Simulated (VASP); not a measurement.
# LaMnIn (P-6m2) in VASP: notebook, part 2 of 2

VASP 6.6.1. Earlier steps stand in the parts before.

## Step 4: Single point, PBE, collinear spin, ferromagnetic start

INCAR

```
SYSTEM = LaMnIn
PREC = Accurate
ENCUT = 520
EDIFF = 1E-7
ISMEAR = -1
SIGMA = 0.05
LREAL = .FALSE.
LASPH = .TRUE.
NELM = 150
ALGO = Normal
ISIF = 2
LWAVE = .FALSE.
LCHARG = .FALSE.
ISPIN = 2
MAGMOM = 0 0 -1.58
LORBIT = 11
LMAXMIX = 6
GGA = PE
NBANDS = 30
```

KPOINTS

```
regular mesh
0
G
  7 7 7
  0 0 0
```

POSCAR

```
LaMnIn
1.0
    4.5933407550      0.0000000000      0.0000000000
   -2.2966703775      3.9779497821      0.0000000000
    0.0000000000      0.0000000000      4.0965590000
La In Mn
1 1 1
Direct
    0.0000000000      0.0000000000      0.0000000000
    0.3333333333      0.6666666667      0.5000000000
    0.6666666667      0.3333333333      0.5000000000
```

Potentials or basis: VASP PAW PBE potentials, release 64 (La, In_d, Mn_pv).

The run is started by

```bash
> cat potpaw_PBE.64/La/POTCAR potpaw_PBE.64/In_d/POTCAR potpaw_PBE.64/Mn_pv/POTCAR > POTCAR
> mpirun -np 1 vasp_std > vasp.out
```

OUTCAR:

```text
SYSTEM = LaMnIn
   PREC = Accurate
   ENCUT = 520
   EDIFF = 1E-7
   ISMEAR = -1
   LREAL = .FALSE.
   LASPH = .TRUE.
   NELM = 150
   ISIF = 2
   ISPIN = 2
   LORBIT = 11
   GGA = PE

 ion  position               nearest neighbor table
   1  0.000  0.000  0.000-   2 3.35   3 3.35   2 3.35   3 3.35   3 3.35   3 3.35   2 3.35   2 3.35
                             3 3.35   3 3.35   2 3.35   2 3.35
   2  0.333  0.667  0.500-   3 2.65   3 2.65   3 2.65   1 3.35   1 3.35   1 3.35   1 3.35   1 3.35
                             1 3.35
   3  0.667  0.333  0.500-   2 2.65   2 2.65   2 2.65   1 3.35   1 3.35   1 3.35   1 3.35   1 3.35
                             1 3.35

  LATTYP: Found a hexagonal cell.
 ALAT       =     4.5933407550
 C/A-ratio  =     0.8918473979

  Lattice vectors:

 A1 = (   4.5933407550,   0.0000000000,   0.0000000000)
 A2 = (  -2.2966703775,   3.9779497821,   0.0000000000)
 A3 = (   0.0000000000,   0.0000000000,   4.0965590000)

Analysis of symmetry for initial positions (statically):
=====================================================================
 Subroutine PRICEL returns:
 Original cell was already a primitive cell.

 Routine SETGRP: Setting up the symmetry group for a
 hexagonal supercell.

 Subroutine GETGRP returns: Found 12 space group operations
 (whereof 12 operations were pure point group operations)
 out of a pool of 24 trial point group operations.

The static configuration has the point symmetry D_3h.

Analysis of symmetry for dynamics (positions and initial velocities):
=====================================================================
 Subroutine PRICEL returns:
 Original cell was already a primitive cell.

 Routine SETGRP: Setting up the symmetry group for a
 hexagonal supercell.

 Subroutine GETGRP returns: Found 12 space group operations
 (whereof 12 operations were pure point group operations)
 out of a pool of 24 trial point group operations.

The dynamic configuration has the point symmetry D_3h.

Analysis of structural, dynamic, and magnetic symmetry:
=====================================================================
 Subroutine PRICEL returns:
 Original cell was already a primitive cell.

 Routine SETGRP: Setting up the symmetry group for a
 hexagonal supercell.

 Subroutine GETGRP returns: Found 12 space group operations
 (whereof 12 operations were pure point group operations)
 out of a pool of 24 trial point group operations.

The overall configuration has the point symmetry D_3h.

 Subroutine INISYM returns: Found 12 space group operations
 (whereof 12 operations are pure point group operations),
 and found     1 'primitive' translations

----------------------------------------------------------------------------------------

                                     Primitive cell

  volume of cell :      74.8526

  direct lattice vectors                    reciprocal lattice vectors
     4.593340755  0.000000000  0.000000000     0.217706470  0.125692889  0.000000000
    -2.296670377  3.977949782  0.000000000     0.000000000  0.251385778  0.000000000
     0.000000000  0.000000000  4.096559000     0.000000000  0.000000000  0.244107311

  length of vectors
[... 79 lines left out ...]
   LNONCOLLINEAR =      F non collinear calculations
   LSORBIT =      F    spin-orbit coupling
   LASPH  =      T    aspherical Exc in radial PAW
   ENCUT  =  520.0 eV  38.22 Ry    6.18 a.u.   8.54  8.54  7.62*2*pi/ulx,y,z
   NELM   =    150;   NELMIN=  2; NELMDL= -5     # of ELM steps
   EDIFF  = 0.1E-06   stopping-criterion for ELM
   LREAL  =      F    real-space projection
   EDIFFG = 0.1E-05   stopping-criterion for IOM
   NSW    =      0    number of steps for IOM
   IBRION =     -1    ionic relax: 0-MD 1-quasi-New 2-CG
   NFREE  =      0    steps in history (QN), initial steepest desc. (CG)
   ISIF   =      2    stress and relaxation
   ISYM   =      2    0-nonsym 1-usesym 2-fastsym
   POTIM  = 0.5000    time-step for ionic-motion
   TEBEG  =    0.0;   TEEND  =   0.0 temperature during run
   PSTRESS=    0.0 pullay stress
   NELECT =      37.0000    total number of electrons
   NUPDOWN=      -1.0000    fix difference up-down
   EMIN   =  10.00;   EMAX   =-10.00  energy-range for DOS
   EFERMI =   0.00;   METHOD = LEGACY
   ISMEAR =    -1;   SIGMA  =   0.05  broadening in eV -4-tet -1-fermi 0-gaus
   EFERMI_NEDOS =   21; number of points for ismear=-14 and -15
   IALGO  =     38    algorithm
   IMIX   =      4    mixing-type and parameters
     AMIX     =   0.40;   BMIX     =  1.00
     AMIX_MAG =   1.60;   BMIX_MAG =  1.00
  volume/ion in A,a.u.               =      24.95       168.38
  Fermi-wavevector in a.u.,A,eV,Ry     =   1.294413  2.446087 22.796645  1.675506
  Thomas-Fermi vector in A             =   2.425998
   LORBIT       =     11    0 simple, 1 ext, 2 COOP (PROOUT), +10 PAW based schemes
   GGA     = PE    functional components
   LHFCALC =     F    Hartree Fock is set to
   AEXX    =    0.0000 exact exchange contribution
   IVDW    =     0    specifies the selected vdW correction
   LEPSILON=     F    determine dielectric tensor
   LRPA    =     F    only Hartree local field effects (RPA)
 spin polarized calculation
  energy-cutoff  :      520.00
  volume of cell :       74.85
 maximum number of plane-waves:      2049
 NGX is ok and might be reduce to    36
   NGX = 17   NGY = 17   NGZ = 15

 number of electron      37.0000018 magnetization      -3.1664585

 Free energy of the ion-electron system (eV)
  ---------------------------------------------------
  ext. energy  EPLUGINS =         0.00000000
  ---------------------------------------------------
  free energy    TOTEN  =       -16.59212585 eV

  energy without entropy =      -16.57662793  energy(sigma->0) =      -16.58437689

 E-fermi :   7.9144     XC(G=0): -10.4366

 val. band max:        7.8927213156   @ k =   0.4286   0.1429   0.4286
 cond. band min:       7.9584057950   @ k =   0.2857   0.2857   0.2857
 fundamental gap:      0.0656844793
 Fermi energy:         7.9144391371

 spin component 1

 k-point     1 :       0.0000    0.0000    0.0000
  band No.  band energies     occupation
      1     -38.2761      1.00000
      2     -38.2761      1.00000
      3     -38.2257      1.00000
      4     -24.7010      1.00000
      5      -8.4313      1.00000
      6      -8.4313      1.00000
[... 781 lines left out ...]
     29      10.3179      0.00000
     30      11.4582      0.00000

 [... further k-points ...]

 spin component 2

 k-point     1 :       0.0000    0.0000    0.0000
  band No.  band energies     occupation
      1     -42.0051      1.00000
      2     -42.0051      1.00000
      3     -41.9489      1.00000
      4     -24.6100      1.00000
      5      -8.3052      1.00000
      6      -8.3052      1.00000
[... 781 lines left out ...]
     29      10.2722      0.00000
     30      11.5588      0.00000

 [... further k-points ...]

------------------------ aborting loop because EDIFF is reached ----------------------------------------

  FORCE on cell =-STRESS in cart. coord.  units (eV):
  Direction    XX          YY          ZZ          XY          YZ          ZX
  --------------------------------------------------------------------------------------
  -------------------------------------------------------------------------------------
  Total        2.9353294      2.9353294      1.0533781      0.0000000     -0.0000000      0.0000000
  in kB       62.8290152     62.8290152     22.5469450      0.0000000     -0.0000000      0.0000000
  external PRESSURE =      49.4016584 kB  Pullay stress =       0.0000000 kB

 VOLUME and BASIS-vectors are now :
 -----------------------------------------------------------------------------
  energy-cutoff  :      520.00
  volume of cell :       74.85
      direct lattice vectors                 reciprocal lattice vectors
     4.593340755  0.000000000  0.000000000     0.217706470  0.125692889  0.000000000
    -2.296670377  3.977949782  0.000000000     0.000000000  0.251385778  0.000000000
     0.000000000  0.000000000  4.096559000     0.000000000  0.000000000  0.244107311

 POSITION                                       TOTAL-FORCE (eV/Angst)
 -----------------------------------------------------------------------------------
      0.00000      0.00000      0.00000         0.000000     -0.000000      0.000000
     -0.00000      2.65197      2.04828        -0.000000     -0.000000      0.000000
      2.29667      1.32598      2.04828         0.000000      0.000000      0.000000
 -----------------------------------------------------------------------------------
    total drift:                               -0.000000      0.000000     -0.000000

  FREE ENERGIE OF THE ION-ELECTRON SYSTEM (eV)
  ---------------------------------------------------
  free  energy   TOTEN  =       -16.5921258542 eV

  energy  without entropy=      -16.5766279344  energy(sigma->0) =      -16.58437689

 total charge

# of ion       s       p       d       f       tot
--------------------------------------------------
    1        2.030   5.633   0.755   0.103   8.521
    2        0.937   0.898   9.822   0.000  11.657
    3        0.354   6.196   4.966   0.000  11.516
--------------------------------------------------
tot          3.320  12.728  15.543   0.103  31.695

 magnetization (x)

# of ion       s       p       d       f       tot
--------------------------------------------------
    1        0.004   0.006   0.160   0.003   0.173
    2        0.008   0.102  -0.015   0.000   0.095
    3       -0.048  -0.025  -3.501   0.000  -3.575
--------------------------------------------------
tot         -0.037   0.083  -3.356   0.003  -3.306
```

stdout:

```text
POSCAR found type information on POSCAR LaInMn
 POSCAR found :  3 types and       3 ions
 scaLAPACK will be used
 LDA part: xc-table for (Slater+PW92), standard interpolation
 POSCAR, INCAR and KPOINTS ok, starting setup
 FFT: planning ... GRIDC
 FFT: planning ... GRID_SOFT
 FFT: planning ... GRID
 WAVECAR not read
 entering main loop
```

Run time: 8 min. Hardware: 1 thread of Intel Xeon 8259CL, shared host; peak memory 0.28 GiB.

What came out:

| Item | Value |
| --- | --- |
| Free energy | -16.5921 eV |
| Pressure | 4.9 GPa |
| Net moment | -3.17 μB per cell |
| Site moments | La +0.17; In +0.10; Mn -3.58 μB |
| Valence electrons inside the program's atomic spheres | La 8.52; In 11.66; Mn 11.52 |

Stress tensor (GPa, compression positive):
```
6.28 0.00 0.00
0.00 6.28 0.00
0.00 0.00 2.25
```

Caveat: the cell stands under pressure; spin-orbit coupling is left out, which moves the levels of the heavy elements.

## Step 5: The runs side by side

| fixed moment (μB) | k mesh | pressure (GPa) | moment (μB) |
| --- | --- | --- | --- |
| 6.0 | 6 × 6 × 6 | 8.5 | 6.00 |
| 8.0 | 6 × 6 × 6 | 13.4 | 8.00 |
| - | 7 × 7 × 7 | 4.9 | 3.17 |

Alike in all rows: task single point; level PBE; potentials or basis VASP PAW PBE potentials, release 64 (La, In_d, Mn_pv); spin collinear, ferromagnetic start; cell as given; cutoff (eV) 520; smearing fermi-dirac 0.05 eV.

Caveats: the cell stands under pressure; spin-orbit coupling is left out, which moves the levels of the heavy elements; the total moment is fixed, so each spin has its own Fermi level (at least some runs).

Total energies depend on the potentials used, so only differences within one code and one set of settings carry meaning.
